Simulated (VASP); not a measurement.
Fe: relaxation of cell and atoms with PBEsol

Fe:

```
Fe
1.0
     2.55376    0.00000    0.00000
    -1.27688    2.21162    0.00000
     0.00000    0.00000    8.34057
Fe
4
Direct
  0.00000 0.00000 0.00000
  0.00000 0.00000 0.50000
  0.33333 0.66667 0.25000
  0.66667 0.33333 0.75000
```

- Program: VASP 6.6.1
- Task: relaxation of cell and atoms
- Functional: PBEsol
- Potentials or basis: VASP PAW PBE potentials, release 64 (Fe)
- Cutoff: 600 eV
- k mesh: 14 × 14 × 4
- Occupations: fermi-dirac, width 0.1 eV
- Spin: no spin polarisation
- Dipole correction: no
- Further INCAR settings: ALGO = Normal; EDIFF = 1e-07; IBRION = 2; EDIFFG = -0.01; NSW = 80; ISIF = 3

```
Relaxed volume                         : 9.85 Å³/atom
Relaxed cell                           : a = 2.418 Å, b = 2.418 Å, c = 7.783 Å, α = 90.00°, β = 90.00°, γ = 120.00°
Space group after relaxing (to 0.05 Å) : P6_3/mmc (No. 194)
Energy gained by relaxing              : 266.6 meV/atom
Ionic steps                            : 7
Pressure after relaxing                : 0.1 GPa
```

The path:
| step | energy change (eV) | largest force (eV/Å) | pressure (GPa) | volume (Å³) |
| --- | --- | --- | --- | --- |
| 1 | 0.0000 | 0.0000 | -37.22 | 47.11 |
| 2 | 1.8916 | 0.0000 | 138.13 | 30.81 |
| 3 | -1.0590 | 0.0000 | -3.57 | 39.88 |
| 4 | -1.0640 | 0.0000 | -1.06 | 39.55 |
| 5 | -1.0645 | 0.0000 | 0.13 | 39.41 |
| 6 | -1.0663 | 0.0000 | 0.07 | 39.42 |
| 7 | -1.0665 | 0.0000 | 0.06 | 39.42 |

Final structure:
```
CELL_PARAMETERS angstrom
2.41813 0.00000 0.00000
-1.20907 2.09417 0.00000
0.00000 0.00000 7.78343
ATOMIC_POSITIONS crystal
Fe 0.00000 0.00000 0.00000
Fe 0.00000 0.00000 0.50000
Fe 0.33333 0.66667 0.25000
Fe 0.66667 0.33333 0.75000
```

Levels at points of the mesh, in eV from the Fermi level:
| k point | band 13 | band 14 | band 15 | band 16 | band 17 | band 18 | band 19 | band 20 |
| --- | --- | --- | --- | --- | --- | --- | --- | --- |
| (0.00, 0.00, 0.00) | -1.47 | -1.39 | -1.39 | -0.49 | -0.49 | -0.02 | -0.02 | 0.30 |
| (0.50, 0.00, 0.00) | -0.58 | 0.86 | 0.97 | 0.98 | 1.06 | 1.07 | 1.18 | 1.22 |
| (0.00, 0.00, 0.50) | -1.60 | -1.60 | -1.25 | -1.25 | -0.23 | -0.23 | -0.23 | -0.23 |
| (0.50, 0.00, 0.50) | -0.43 | -0.43 | 0.55 | 0.55 | 1.00 | 1.00 | 1.17 | 1.17 |

It took 3.7 min on 1 thread of Intel(R) Xeon(R) 6975P-C (Granite Rapids), with other jobs on the host, peak memory 0.22 GiB.

Caveat: the volume moved by over 15 % at a fixed basis, so the end points are rough; the bands computed are all filled at some k points, so no gap is given; the PAW data sets were made with another functional, which shifts forces and pressure a little; the run has no spin polarisation, though such a crystal can be magnetic. Spin polarisation is off, so any magnetic state and its effect on volume and gap are missing.
